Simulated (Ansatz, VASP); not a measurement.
# CaO: VASP beside Ansatz

File INCAR:

```
  PREC = Accurate
  ENCUT = 520
  EDIFF = 1E-6
  ISMEAR = -1
  SIGMA = 0.05
  LREAL = False
  LASPH = True
  NELM = 100
  ALGO = Normal
  ISIF = 2
  LWAVE = False
  LCHARG = False
  GGA = PS
  NBANDS = 15
```

Contents of KPOINTS:

```
Automatic mesh
0
Gamma
  10 10 10
```

File POSCAR:

```
CaO
1.0
    0.0000000000      2.4194737473      2.4194737473
    2.4194737473      0.0000000000      2.4194737473
    2.4194737473      2.4194737473      0.0000000000
Ca O
1 1
Direct
    0.0000000000      0.0000000000      0.0000000000
    0.5000000000      0.5000000000      0.5000000000
```

Contents of input.yaml:

```yaml
crystal:
  lattice:
    - [0.0, 2.4194737473, 2.4194737473]
    - [2.4194737473, 0.0, 2.4194737473]
    - [2.4194737473, 2.4194737473, 0.0]
  atoms:
    - { symbol: Ca, position: [0.0, 0.0, 0.0] }
    - { symbol: O, position: [0.5, 0.5, 0.5] }
hamiltonian:
  xc: pbesol
  pseudopotentials: { kind: paw }
kpoints:
  mp_grid: { grid: [10, 10, 10] }
scf:
  occupations: { method: fermi_dirac, width: 0.05 }
output:
  forces: true
  stress: true
  eigenvalues: true
```

Alike in both runs: task single point; functional PBEsol; k mesh 10 × 10 × 10; occupations fermi-dirac, width 0.05 eV; no spin polarisation.

```csv
,VASP,Ansatz
version,VASP 6.6.1,Ansatz 0.2.0
potentials or method,"VASP PAW PBE potentials, release 64 (Ca_sv, O)",Ansatz PAW
plane-wave cutoff (eV),520,420
valence electrons in the cell,16,16
```

Ansatz gave:

* gap on the k mesh at the Fermi level (eV): 3.56
* least direct gap on the mesh (eV): 3.94
* pressure (GPa): -4.7

Estimate VASP's values.

gap on the k mesh at the Fermi level (eV): 3.54; least direct gap on the mesh (eV): 3.93; pressure (GPa): -4.2.

VASP's potentials were made for PBE, not for PBEsol. With one functional, cell and mesh, what is left measures potentials, basis and numerics.
